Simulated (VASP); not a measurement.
# Os (Im-3m) in VASP: a series of runs

Os is run at these levels: PBE; tasks: single point, relaxation of cell and atoms.

Program: VASP 6.6.1. These are calculated values, not measurements. Logs are shortened: lines on timing, memory, paths and dates and some standing lists are left out, and cuts for length are marked.

## 1. The cell of the first run

It takes space group Im-3m (No. 229, cubic). Conventional cell: a = 2.719 Å, b = 2.719 Å, c = 2.719 Å, α = 90.00°, β = 90.00°, γ = 90.00°. Os (site symmetry m-3m) has 14 Os at 2.35 to 2.72 Å within 3.1 Å.

This isn't the form of Os at room conditions, which is hcp.

## 2. Single point, PBE

Input file INCAR:

```
SYSTEM = Os
PREC = Accurate
ENCUT = 520
EDIFF = 1E-7
ISMEAR = -1
SIGMA = 0.1
LREAL = .False.
LASPH = .True.
NELM = 60
ALGO = Normal
ISIF = 2
LWAVE = .False.
LCHARG = .True.
GGA = PE
LELF = .True.
LVHAR = .True.
NBANDS = 10
```

Input file KPOINTS:

```
regular mesh
0
Gamma
  20 20 20
  0 0 0
```

Input file POSCAR:

```
Os
1.0
   -1.3595804952      1.3595804952      1.3595804952
    1.3595804952     -1.3595804952      1.3595804952
    1.3595804952      1.3595804952     -1.3595804952
Os
1
Direct
    0.0000000000      0.0000000000      0.0000000000
```

Potentials or basis: VASP PAW PBE potentials, release 64 (Os).

Command:

```sh
cat potpaw_PBE.64/Os/POTCAR > POTCAR
mpirun -np 1 vasp_std > vasp.out
```

OUTCAR:

```text
SYSTEM = Os
   PREC = Accurate
   ENCUT = 520
   EDIFF = 1E-7
   ISMEAR = -1
   LREAL = .False.
   LASPH = .True.
   NELM = 60
   ISIF = 2
   GGA = PE

 ion  position               nearest neighbor table
   1  0.000  0.000  0.000-

  LATTYP: Found a body centered cubic cell.
 ALAT       =     2.7191609904

  Lattice vectors:

 A1 = (  -1.3595804952,   1.3595804952,   1.3595804952)
 A2 = (   1.3595804952,  -1.3595804952,   1.3595804952)
 A3 = (   1.3595804952,   1.3595804952,  -1.3595804952)

Analysis of symmetry for initial positions (statically):
=====================================================================
 Subroutine PRICEL returns:
 Original cell was already a primitive cell.

 Routine SETGRP: Setting up the symmetry group for a
 body centered cubic supercell.

 Subroutine GETGRP returns: Found 48 space group operations
 (whereof 48 operations were pure point group operations)
 out of a pool of 48 trial point group operations.

The static configuration has the point symmetry O_h .

Analysis of symmetry for dynamics (positions and initial velocities):
=====================================================================
 Subroutine PRICEL returns:
 Original cell was already a primitive cell.

 Routine SETGRP: Setting up the symmetry group for a
 body centered cubic supercell.

 Subroutine GETGRP returns: Found 48 space group operations
 (whereof 48 operations were pure point group operations)
 out of a pool of 48 trial point group operations.

The dynamic configuration has the point symmetry O_h .

 Subroutine INISYM returns: Found 48 space group operations
 (whereof 48 operations are pure point group operations),
 and found     1 'primitive' translations

----------------------------------------------------------------------------------------

                                     Primitive cell

  volume of cell :      10.0525

  direct lattice vectors                    reciprocal lattice vectors
    -1.359580495  1.359580495  1.359580495     0.000000000  0.367760498  0.367760498
     1.359580495 -1.359580495  1.359580495     0.367760498  0.000000000  0.367760498
     1.359580495  1.359580495 -1.359580495     0.367760498  0.367760498  0.000000000

  length of vectors
     2.354862495  2.354862495  2.354862495     0.520091884  0.520091884  0.520091884

  position of ions in fractional coordinates (direct lattice)
     0.000000000  0.000000000  0.000000000

  ion indices of the primitive-cell ions
   primitive index   ion index
                 1           1

----------------------------------------------------------------------------------------

 KPOINTS: regular mesh

Automatic generation of k-mesh.
 Grid dimensions read from file:
 generate k-points for:   20   20   20

 Generating k-lattice:

  Cartesian coordinates                     Fractional coordinates (reciprocal lattice)
     0.000000000  0.018388025  0.018388025     0.050000000  0.000000000  0.000000000
     0.018388025  0.000000000  0.018388025     0.000000000  0.050000000  0.000000000
     0.018388025  0.018388025  0.000000000     0.000000000  0.000000000  0.050000000

  Length of vectors
     0.026004594  0.026004594  0.026004594

  Shift w.r.t. Gamma in fractional coordinates (k-lattice)
     0.000000000  0.000000000  0.000000000

 Subroutine IBZKPT returns following result:
 ===========================================

 Found    256 irreducible k-points:

 Following reciprocal coordinates:
            Coordinates               Weight
  0.000000  0.000000  0.000000      1.000000
  0.050000  0.000000  0.000000     12.000000
  0.100000  0.000000  0.000000     12.000000
  0.150000  0.000000  0.000000     12.000000
  0.200000  0.000000  0.000000     12.000000
  0.250000  0.000000  0.000000     12.000000
[... 16 lines left out ...]
  0.200000  0.100000  0.000000     48.000000
  0.250000  0.100000  0.000000     48.000000
 [... further k-points ...]
   k-points           NKPTS =    256   k-points in BZ     NKDIM =    256   number of bands    NBANDS=     10
   number of dos      NEDOS =    301   number of ions     NIONS =      1
   total plane-waves  NPLWV =   5832
   dimension x,y,z NGX =    18 NGY =   18 NGZ =   18
   dimension x,y,z NGXF=    36 NGYF=   36 NGZF=   36
   ions per type =               1
   NGX,Y,Z   is equivalent  to a cutoff of  12.71, 12.71, 12.71 a.u.
   NGXF,Y,Z  is equivalent  to a cutoff of  25.41, 25.41, 25.41 a.u.
 SYSTEM =  Os
   PREC   = accura    normal or accurate (medium, high low for compatibility)
   ISTART =      0    job   : 0-new  1-cont  2-samecut
   ICHARG =      2    charge: 1-file 2-atom 10-const
   ISPIN  =      1    spin polarized calculation?
   LNONCOLLINEAR =      F non collinear calculations
   LSORBIT =      F    spin-orbit coupling
   LASPH  =      T    aspherical Exc in radial PAW
   ENCUT  =  520.0 eV  38.22 Ry    6.18 a.u.   4.38  4.38  4.38*2*pi/ulx,y,z
   NELM   =     60;   NELMIN=  2; NELMDL= -5     # of ELM steps
   EDIFF  = 0.1E-06   stopping-criterion for ELM
   LREAL  =      F    real-space projection
   EDIFFG = 0.1E-05   stopping-criterion for IOM
   NSW    =      0    number of steps for IOM
   IBRION =     -1    ionic relax: 0-MD 1-quasi-New 2-CG
   NFREE  =      0    steps in history (QN), initial steepest desc. (CG)
   ISIF   =      2    stress and relaxation
   ISYM   =      2    0-nonsym 1-usesym 2-fastsym
   POTIM  = 0.5000    time-step for ionic-motion
   TEBEG  =    0.0;   TEEND  =   0.0 temperature during run
   PSTRESS=    0.0 pullay stress
   NELECT =       8.0000    total number of electrons
   NUPDOWN=      -1.0000    fix difference up-down
   EMIN   =  10.00;   EMAX   =-10.00  energy-range for DOS
   EFERMI =   0.00;   METHOD = LEGACY
   ISMEAR =    -1;   SIGMA  =   0.10  broadening in eV -4-tet -1-fermi 0-gaus
   EFERMI_NEDOS =   21; number of points for ismear=-14 and -15
   IALGO  =     38    algorithm
   IMIX   =      4    mixing-type and parameters
     AMIX     =   0.40;   BMIX     =  1.00
     AMIX_MAG =   1.60;   BMIX_MAG =  1.00
  volume/ion in A,a.u.               =      10.05        67.84
  Fermi-wavevector in a.u.,A,eV,Ry     =   1.517097  2.866897 31.314926  2.301582
  Thomas-Fermi vector in A             =   2.626398
   LORBIT       =      0    0 simple, 1 ext, 2 COOP (PROOUT), +10 PAW based schemes
   GGA     = PE    functional components
   LHFCALC =     F    Hartree Fock is set to
   AEXX    =    0.0000 exact exchange contribution
   IVDW    =     0    specifies the selected vdW correction
   LEPSILON=     F    determine dielectric tensor
   LRPA    =     F    only Hartree local field effects (RPA)
 non-spin polarized calculation
  energy-cutoff  :      520.00
  volume of cell :       10.05
 maximum number of plane-waves:       279
 NGX is ok and might be reduce to    18
   NGX =  9   NGY =  9   NGZ =  9

 number of electron       8.0000001 magnetization

 Free energy of the ion-electron system (eV)
  ---------------------------------------------------
  ext. energy  EPLUGINS =         0.00000000
  ---------------------------------------------------
  free energy    TOTEN  =        -6.83215813 eV

  energy without entropy =       -6.80176421  energy(sigma->0) =       -6.81696117

 E-fermi :  15.6907     XC(G=0): -16.0163

 val. band max:       15.6851607616   @ k =   0.2500   0.0500   0.0000
 cond. band min:      15.7059570733   @ k =   0.3500   0.1500   0.0500
 fundamental gap:      0.0207963116
 Fermi energy:        15.6906921486

 k-point     1 :       0.0000    0.0000    0.0000
  band No.  band energies     occupation
      1       1.2710      2.00000
      2      10.1734      2.00000
      3      10.1734      2.00000
      4      10.1734      2.00000
      5      15.3472      1.93753
      6      15.3472      1.93753
      7      31.7978      0.00000
      8      31.7978      0.00000
      9      31.7978      0.00000
     10      50.2790      0.00000

 k-point     2 :       0.0500    0.0000    0.0000
  band No.  band energies     occupation
      1       1.4598      2.00000
      2      10.0597      2.00000
      3      10.1592      2.00000
      4      10.3603      2.00000
      5      15.1527      1.99082
      6      15.3487      1.93664
      7      31.9657      0.00000
      8      32.1028      0.00000
      9      32.3023      0.00000
     10      48.6482      0.00000

 k-point     3 :       0.1000    0.0000    0.0000
  band No.  band energies     occupation
      1       1.9984      2.00000
      2       9.7421      2.00000
      3      10.0962      2.00000
      4      10.9155      2.00000
      5      14.7166      1.99988
      6      15.3612      1.92848
      7      32.4199      0.00000
      8      32.9940      0.00000
      9      33.6574      0.00000
     10      46.0220      0.00000

 k-point     4 :       0.1500    0.0000    0.0000
  band No.  band energies     occupation
      1       2.7936      2.00000
      2       9.2788      2.00000
      3       9.9620      2.00000
      4      11.8207      2.00000
      5      14.3459      2.00000
      6      15.4050      1.89137
      7      32.9812      0.00000
      8      34.4113      0.00000
      9      35.4402      0.00000
     10      43.7169      0.00000

 k-point     5 :       0.2000    0.0000    0.0000
  band No.  band energies     occupation
      1       3.6515      2.00000
      2       8.7405      2.00000
      3       9.8643      2.00000
      4      13.0457      2.00000
      5      14.2603      2.00000
      6      15.5031      1.73437
      7      33.2589      0.00000
      8      36.2801      0.00000
      9      36.8735      0.00000
     10      42.2995      0.00000

 k-point     6 :       0.2500    0.0000    0.0000
  band No.  band energies     occupation
      1       4.2603      2.00000
      2       8.1923      2.00000
      3      10.1296      2.00000
      4      14.4770      1.99999
      5      14.5450      1.99998
      6      15.6719      1.09390
      7      32.7916      0.00000
      8      36.8656      0.00000
      9      38.5285      0.00000
     10      42.2687      0.00000
[... 183 lines left out ...]
 k-point    21 :       0.1000    0.1000    0.0000
  band No.  band energies     occupation
      1       3.2577      2.00000
      2       9.2656      2.00000
      3       9.4801      2.00000
      4      12.5459      2.00000
      5      13.9787      2.00000
      6      15.6734      1.08629
      7      33.3722      0.00000
      8      35.1070      0.00000
      9      36.0838      0.00000
     10      42.3770      0.00000

 k-point    22 :       0.1500    0.1000   -0.0000
  band No.  band energies     occupation
      1       4.1139      2.00000
      2       8.8108      2.00000
      3       9.2314      2.00000
      4      13.7710      2.00000
      5      13.9314      2.00000
      6      15.9295      0.16814
      7      33.9682      0.00000
      8      35.6474      0.00000
      9      37.4146      0.00000
     10      41.9718      0.00000

 k-point    23 :       0.2000    0.1000    0.0000
  band No.  band energies     occupation
      1       4.7680      2.00000
      2       8.2807      2.00000
      3       9.3731      2.00000
      4      13.9350      2.00000
      5      15.5069      1.72546
      6      16.1998      0.01222
      7      33.4276      0.00000
      8      36.0715      0.00000
      9      38.2750      0.00000
     10      43.2839      0.00000

 k-point    24 :       0.2500    0.1000    0.0000
  band No.  band energies     occupation
      1       4.9391      2.00000
      2       7.8016      2.00000
      3      10.1162      2.00000
      4      14.3258      2.00000
      5      16.4282      0.00125
      6      17.3340      0.00000
      7      32.1269      0.00000
      8      35.5507      0.00000
      9      39.6777      0.00000
     10      43.4597      0.00000

 [... further k-points ...]

------------------------ aborting loop because EDIFF is reached ----------------------------------------

  FORCE on cell =-STRESS in cart. coord.  units (eV):
  Direction    XX          YY          ZZ          XY          YZ          ZX
  --------------------------------------------------------------------------------------
  -------------------------------------------------------------------------------------
  Total       21.6408818     21.6408818     21.6408818      0.0000000      0.0000000     -0.0000000
  in kB     3449.1395640   3449.1395640   3449.1395640      0.0000000      0.0000000     -0.0000000
  external PRESSURE =    3449.1395640 kB  Pullay stress =       0.0000000 kB

 VOLUME and BASIS-vectors are now :
 -----------------------------------------------------------------------------
  energy-cutoff  :      520.00
  volume of cell :       10.05
      direct lattice vectors                 reciprocal lattice vectors
    -1.359580495  1.359580495  1.359580495     0.000000000  0.367760498  0.367760498
     1.359580495 -1.359580495  1.359580495     0.367760498  0.000000000  0.367760498
     1.359580495  1.359580495 -1.359580495     0.367760498  0.367760498  0.000000000

 POSITION                                       TOTAL-FORCE (eV/Angst)
 -----------------------------------------------------------------------------------
      0.00000      0.00000      0.00000         0.000000     -0.000000     -0.000000
 -----------------------------------------------------------------------------------
    total drift:                                0.000000     -0.000000      0.000000

  FREE ENERGIE OF THE ION-ELECTRON SYSTEM (eV)
  ---------------------------------------------------
  free  energy   TOTEN  =        -6.8321581349 eV

  energy  without entropy=       -6.8017642108  energy(sigma->0) =       -6.81696117
```

Run time: 13 s. Hardware: 1 thread of AMD EPYC 9R45 (Zen 5), shared host; peak memory 0.11 GiB.

What came out:

```
Free energy            : -6.8322 eV
Pressure               : 344.9 GPa
Band gap on the k mesh : zero (bands 4 and 5 overlap by 8.39 eV)
```

Caveat: the cell stands under pressure; spin-orbit coupling is left out, which moves the levels of the heavy elements.

## 3. Single point, PBE

Input file INCAR:

```
PREC     = Accurate       # precision mode
ENCUT    = 520            # plane-wave cutoff, eV
EDIFF    = 1E-6           # SCF threshold, eV
ISMEAR   = -1             # smearing method
SIGMA    = 0.1            # smearing width, eV
LREAL    = False          # projectors in reciprocal space
LASPH    = True           # aspherical terms in the spheres
NELM     = 80             # most SCF steps
ALGO     = Normal         # electronic algorithm
ISIF     = 2              # what is computed and relaxed
LWAVE    = False          # write WAVECAR
LCHARG   = False          # write CHGCAR
GGA      = PE             # functional
NBANDS   = 10             # bands
```

Input file KPOINTS:

```
regular mesh
0
Gamma
  20 20 20
```

Input file POSCAR:

```
Os
1.0
   -1.3592447338      1.3592447338      1.3592447338
    1.3592447338     -1.3592447338      1.3592447338
    1.3592447338      1.3592447338     -1.3592447338
Os
1
Direct
    0.0000000000      0.0000000000      0.0000000000
```

Potentials or basis: VASP PAW PBE potentials, release 64 (Os).

Command:

```sh
cat potpaw_PBE.64/Os/POTCAR > POTCAR
mpirun -np 1 vasp_std > vasp.out
```

It took 13 s on 1 thread of AMD EPYC 9R45 (Zen 5), shared host; peak memory 0.11 GiB.

Results (log left out):

```yaml
Free_energy: -6.8161 eV
Pressure: 346.2 GPa
Band_gap_on_the_k_mesh: zero (bands 4 and 5 overlap by 8.40 eV)
```

Levels at points of the mesh, in eV from the Fermi level:
```tsv
k point	band 1	band 2	band 3	band 4	band 5	band 6	band 7	band 8
(0.00, 0.00, 0.00)	-14.43	-5.52	-5.52	-5.52	-0.34	-0.34	16.11	16.11
(0.50, 0.00, 0.00)	-12.07	-9.03	-0.19	0.41	1.13	5.99	12.44	15.32
(0.50, 0.50, 0.50)	-12.38	-12.38	4.36	4.36	4.36	10.46	10.46	10.46
```

Caveat: the cell stands under pressure; spin-orbit coupling is left out, which moves the levels of the heavy elements.

(Continued in part 2 of 2.)

The gap in the log of VASP goes by the Fermi energy; the results here count the filled bands.